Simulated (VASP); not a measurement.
# PtSe2 in VASP: vibrations by perturbation theory with LDA

Aim: the vibrations by perturbation theory of PtSe2 with LDA.

Program: VASP 6.6.1. These are calculated values, not measurements. Logs are shortened: lines on timing, memory, paths and dates and some standing lists are left out, and cuts for length are marked.

### Step 1. The cell of the first run

The cell holds a slab with vacuum, 3 atoms: a = 3.730 Å, b = 3.730 Å, c = 20.000 Å, α = 90.00°, β = 90.00°, γ = 120.00°.

### Step 2. Vibrations by perturbation theory, LDA

File INCAR:

```
SYSTEM = PtSe2
PREC = Accurate
ENCUT = 520
EDIFF = 1E-8
ISMEAR = 0
SIGMA = 0.01
LREAL = .FALSE.
LASPH = .TRUE.
NELM = 100
ALGO = Normal
ISIF = 2
LWAVE = .FALSE.
LCHARG = .FALSE.
IBRION = 8
NSW = 1
LEPSILON = .TRUE.
```

File KPOINTS:

```
Automatic mesh
0
G
  12 12 1
  0 0 0
```

File POSCAR:

```
PtSe2
1.0
    3.7300000000      0.0000000000      0.0000000000
   -1.8650000000      3.2302747561      0.0000000000
    0.0000000000      0.0000000000     20.0000000000
Pt Se
1 2
Direct
    0.0000000000      0.0000000000      0.5000000000
    0.3333333333      0.6666666667      0.5628939299
    0.6666666667      0.3333333333      0.4371060701
```

Potentials or basis: VASP PAW LDA potentials, release 64 (Pt, Se).

Launch:

```bash
$ cat potpaw_LDA.64/Pt/POTCAR potpaw_LDA.64/Se/POTCAR > POTCAR
$ mpirun -np 1 vasp_std > vasp.out
```

OUTCAR:

```text
SYSTEM = PtSe2
   PREC = Accurate
   ENCUT = 520
   EDIFF = 1E-8
   ISMEAR = 0
   LREAL = .FALSE.
   LASPH = .TRUE.
   NELM = 100
   ISIF = 2
   IBRION = 8
   NSW = 1
   LEPSILON = .TRUE.

 ion  position               nearest neighbor table
   1  0.000  0.000  0.500-   2 2.49   3 2.49   2 2.49   3 2.49   3 2.49   2 2.49
   2  0.333  0.667  0.563-   1 2.49   1 2.49   1 2.49
   3  0.667  0.333  0.437-   1 2.49   1 2.49   1 2.49

  LATTYP: Found a hexagonal cell.
 ALAT       =     3.7300000000
 C/A-ratio  =     5.3619302949

  Lattice vectors:

 A1 = (   3.7300000000,   0.0000000000,   0.0000000000)
 A2 = (  -1.8650000000,   3.2302747561,   0.0000000000)
 A3 = (   0.0000000000,   0.0000000000,  20.0000000000)

Analysis of symmetry for initial positions (statically):
=====================================================================
 Subroutine PRICEL returns:
 Original cell was already a primitive cell.

 Routine SETGRP: Setting up the symmetry group for a
 hexagonal supercell.

 Subroutine GETGRP returns: Found 12 space group operations
 (whereof 12 operations were pure point group operations)
 out of a pool of 24 trial point group operations.

The static configuration has the point symmetry D_3d.

Analysis of symmetry for dynamics (positions and initial velocities):
=====================================================================
 Subroutine PRICEL returns:
 Original cell was already a primitive cell.

 Routine SETGRP: Setting up the symmetry group for a
 hexagonal supercell.

 Subroutine GETGRP returns: Found 12 space group operations
 (whereof 12 operations were pure point group operations)
 out of a pool of 24 trial point group operations.

The dynamic configuration has the point symmetry D_3d.

 Subroutine INISYM returns: Found 12 space group operations
 (whereof 12 operations are pure point group operations),
 and found     1 'primitive' translations

----------------------------------------------------------------------------------------

                                     Primitive cell

  volume of cell :     240.9785

  direct lattice vectors                    reciprocal lattice vectors
     3.730000000  0.000000000  0.000000000     0.268096515  0.154785595  0.000000000
    -1.865000000  3.230274756  0.000000000     0.000000000  0.309571190  0.000000000
     0.000000000  0.000000000 20.000000000     0.000000000  0.000000000  0.050000000

  length of vectors
     3.730000000  3.730000000 20.000000000     0.309571190  0.309571190  0.050000000

  position of ions in fractional coordinates (direct lattice)
     0.000000000  0.000000000  0.500000000
     0.333333333  0.666666667  0.562893930
     0.666666667  0.333333333  0.437106070

  ion indices of the primitive-cell ions
   primitive index   ion index
                 1           1
                 2           2
                 3           3

----------------------------------------------------------------------------------------

 KPOINTS: Automatic mesh

Automatic generation of k-mesh.
 Grid dimensions read from file:
 generate k-points for:   12   12    1

 Generating k-lattice:

  Cartesian coordinates                     Fractional coordinates (reciprocal lattice)
     0.022341376  0.012898800  0.000000000     0.083333333 -0.000000000  0.000000000
     0.000000000  0.025797599  0.000000000     0.000000000  0.083333333  0.000000000
     0.000000000  0.000000000  0.050000000     0.000000000  0.000000000  1.000000000

  Length of vectors
     0.025797599  0.025797599  0.050000000

  Shift w.r.t. Gamma in fractional coordinates (k-lattice)
     0.000000000  0.000000000  0.000000000

 Subroutine IBZKPT returns following result:
 ===========================================

[... 467 lines left out ...]
           0.000000     6.654681     0.000000
           0.000000     0.000000     3.167831
 ------------------------------------------------------

 Free energy of the ion-electron system (eV)
  ---------------------------------------------------
  ---------------------------------------------------
  free energy    TOTEN  =        -3.63475264 eV

  energy without entropy =       -3.63475264

------------------------ aborting loop because EDIFF is reached ----------------------------------------

--------------------------------------- Ionic step        2  -------------------------------------------

------------------------ aborting loop because EDIFF is reached ----------------------------------------

--------------------------------------- Ionic step        3  -------------------------------------------

------------------------ aborting loop because EDIFF is reached ----------------------------------------

 PIEZOELECTRIC TENSOR FIELD DIRECTION 3  (e Angst)
 -----------------------------------------------------------------------------
    -0.00021  0.00000  0.00000           (  0.00000  0.00000  0.00000)
     0.00000 -0.00021  0.00000           (  0.00000  0.00000 -0.00000)
     0.00000  0.00000  0.00128           (  0.00000 -0.00000  0.00004)

 PIEZOELECTRIC TENSOR FIELD DIRECTION 3  (C/m^2)
 -----------------------------------------------------------------------------
    -0.00001  0.00000  0.00000
     0.00000 -0.00001  0.00000
     0.00000  0.00000  0.00009

--------------------------------------- Ionic step        4  -------------------------------------------

------------------------ aborting loop because EDIFF is reached ----------------------------------------

[... ionic steps 5 to 5 ...]

--------------------------------------- Ionic step        6  -------------------------------------------

------------------------ aborting loop because EDIFF is reached ----------------------------------------

--------------------------------------- Ionic step        7  -------------------------------------------

------------------------ aborting loop because EDIFF is reached ----------------------------------------

[... ionic steps 8 to 8 ...]

--------------------------------------- Ionic step        9  -------------------------------------------

 Free energy of the ion-electron system (eV)
  ---------------------------------------------------
  ---------------------------------------------------
  free energy    TOTEN  =        -0.11271291 eV

  energy without entropy =       -0.11271291

------------------------ aborting loop because EDIFF is reached ----------------------------------------

 INTERNAL STRAIN TENSOR  FOR ION    2  DIRECTION 3   (eV/Angst):
 -----------------------------------------------------------------------------
   -13.30848  0.00000 -0.00000
    -0.00000-13.30848 -0.00000
     0.00000  0.00000-15.38868

 MACROSCOPIC STATIC DIELECTRIC TENSOR (including local field effects in DFT)
 ------------------------------------------------------
           6.134501     0.000000     0.000000
           0.000000     6.134501     0.000000
          -0.000000     0.000000     1.315131
 ------------------------------------------------------

 PIEZOELECTRIC TENSOR (including local field effects)  for field in x, y, z        (e  Angst)
          XX          YY          ZZ          XY          YZ          ZX
  --------------------------------------------------------------------------------
  x     0.00000     0.00000     0.00000     0.00000     0.00000     0.00000
  y     0.00000     0.00000     0.00000     0.00000     0.00000     0.00000
  z     0.00000     0.00000     0.00000     0.00000     0.00000     0.00000

 PIEZOELECTRIC TENSOR (including local field effects)  for field in x, y, z        (C/m^2)
          XX          YY          ZZ          XY          YZ          ZX
  --------------------------------------------------------------------------------
  x     0.00000     0.00000     0.00000     0.00000     0.00000     0.00000
  y     0.00000     0.00000     0.00000     0.00000     0.00000     0.00000
  z     0.00000     0.00000     0.00000     0.00000     0.00000     0.00000

 BORN EFFECTIVE CHARGES (including local field effects) (in |e|, cummulative output)
 ---------------------------------------------------------------------------------
 ion    1
    1     2.28911     0.00000     0.00000
    2     0.00000     2.28911     0.00000
    3     0.00000     0.00000    -0.06420
 ion    2
    1    -1.14456     0.00000     0.00000
    2     0.00000    -1.14456     0.00000
    3    -0.00000     0.00000     0.03210
 ion    3
    1    -1.14456     0.00000     0.00000
    2     0.00000    -1.14456     0.00000
    3    -0.00000     0.00000     0.03210

 INTERNAL STRAIN TENSOR FOR ION    3 for displacements in x,y,z  (eV/Angst):
          X           Y           Z          XY          YZ          ZX
  --------------------------------------------------------------------------------
  x     0.00000     0.00000     0.00000    -6.16243     0.00000    11.42422
  y    -6.16243     6.16243     0.00000     0.00000    12.11027     0.00000
  z    13.30848    13.30848    15.38868     0.00000     0.00000     0.00000

 SECOND DERIVATIVES (NOT SYMMETRIZED)
 ------------------------------------
               1X          1Y          1Z          2X          2Y          2Z          3X          3Y          3Z
  1X   -15.973829    0.000000    0.000000    7.986914    0.000000    0.000000    7.986914    0.000000    0.000000
  1Y     0.000000  -15.973829    0.000000    0.000000    7.986914    0.000000    0.000000    7.986914    0.000000
  1Z     0.000000    0.000000  -17.404487    0.000000   -0.000000    8.702243    0.000000    0.000000    8.702243
  2X     7.987875    0.000000    0.000000   -8.738587    0.000000    0.000000    0.750712    0.000000    0.000000
  2Y     0.000000    7.987875    0.000000    0.000000   -8.738587    0.000000    0.000000    0.750712    0.000000
  2Z     0.000000    0.000000    8.697886    0.000000   -0.000000  -10.483713    0.000000    0.000000    1.785827
  3X     7.987875    0.000000    0.000000    0.750712    0.000000    0.000000   -8.738587    0.000000    0.000000
  3Y     0.000000    7.987875    0.000000    0.000000    0.750712    0.000000    0.000000   -8.738587    0.000000
  3Z     0.000000    0.000000    8.697886    0.000000    0.000000    1.785827    0.000000   -0.000000  -10.483713

 Eigenvectors and eigenvalues of the dynamical matrix
 ----------------------------------------------------

   1 f  =    6.980454 THz    43.859485 2PiTHz  232.842876 cm-1    28.868824 meV
             X         Y         Z           dx          dy          dz
      0.000000  0.000000 10.000000    -0.000000   -0.000000   -0.668946
     -0.000000  2.153517 11.257879     0.000000    0.000000    0.525600
      1.865000  1.076758  8.742121     0.000000    0.000000    0.525600
[... 43 lines left out ...]
   9 f/i=    0.000869 THz     0.005461 2PiTHz    0.028993 cm-1     0.003595 meV
             X         Y         Z           dx          dy          dz
      0.000000  0.000000 10.000000     0.000000   -0.000000   -0.743311
     -0.000000  2.153517 11.257879     0.000000   -0.000000   -0.473017
      1.865000  1.076758  8.742121     0.000000   -0.000000   -0.473017

--------------------------------------------------------------------------------------------------------

 MACROSCOPIC STATIC DIELECTRIC TENSOR IONIC CONTRIBUTION
 ------------------------------------------------------
           0.246317     0.000000     0.000000
           0.000000     0.246317     0.000000
           0.000000     0.000000     0.000178
 ------------------------------------------------------

 ELASTIC MODULI CONTR FROM IONIC RELAXATION (kBar)
 Direction    XX          YY          ZZ          XY          YZ          ZX
 --------------------------------------------------------------------------------
 XX        -245.1661   -138.7364   -221.9544      0.0000    104.5765     -0.0000
 YY        -138.7364   -245.1661   -221.9544      0.0000   -104.5765     -0.0000
 ZZ        -221.9544   -221.9544   -256.6472      0.0000      0.0000     -0.0000
 XY           0.0000      0.0000      0.0000    -53.2148     -0.0000     98.6522
 YZ         104.5765   -104.5765      0.0000     -0.0000   -205.5112      0.0000
 ZX          -0.0000     -0.0000     -0.0000     98.6522      0.0000   -182.8862
 --------------------------------------------------------------------------------

 PIEZOELECTRIC TENSOR IONIC CONTR  for field in x, y, z        (C/m^2)
          XX          YY          ZZ          XY          YZ          ZX
  --------------------------------------------------------------------------------
  x    -0.00000     0.00000    -0.00000     0.00000     0.00000     0.00000
  y    -0.00000     0.00000     0.00000    -0.00000     0.00000     0.00000
  z     0.00000     0.00000     0.00000     0.00000    -0.00000    -0.00000
```

It took 20 min on 1 thread of Intel Xeon Platinum 8488C (Sapphire Rapids), shared host; peak memory 0.84 GiB.

What came out:

```yaml
Electronic_dielectric_tensor_diagonal: 6.13, 6.13, 1.32
Born_charges_mean_of_the_diagonal: Pt +1.50; Se -0.75 e
Highest_phonon_frequency_at_Γ_LO-TO_splitting_left_out: 233 cm⁻¹
```

Phonon frequencies in cm⁻¹ (negative: imaginary):
| q point | frequencies |
| --- | --- |
| (0.000, 0.000, 0.000) | 0 0 0 181 181 206 223 223 233 |

Electronic dielectric tensor:
```
6.13 0.00 0.00
0.00 6.13 0.00
0.00 0.00 1.32
```

Born effective charge tensors (e):
atom 1, Pt
```
 2.29  0.00  0.00
 0.00  2.29  0.00
 0.00  0.00 -0.06
```
atom 2, Se
```
-1.14  0.00  0.00
 0.00 -1.14  0.00
 0.00  0.00  0.03
```
atom 3, Se
```
-1.14  0.00  0.00
 0.00 -1.14  0.00
 0.00  0.00  0.03
```

Caveat: there is no dipole correction, which matters where the two faces differ; spin-orbit coupling is left out, which moves the levels of the heavy elements.
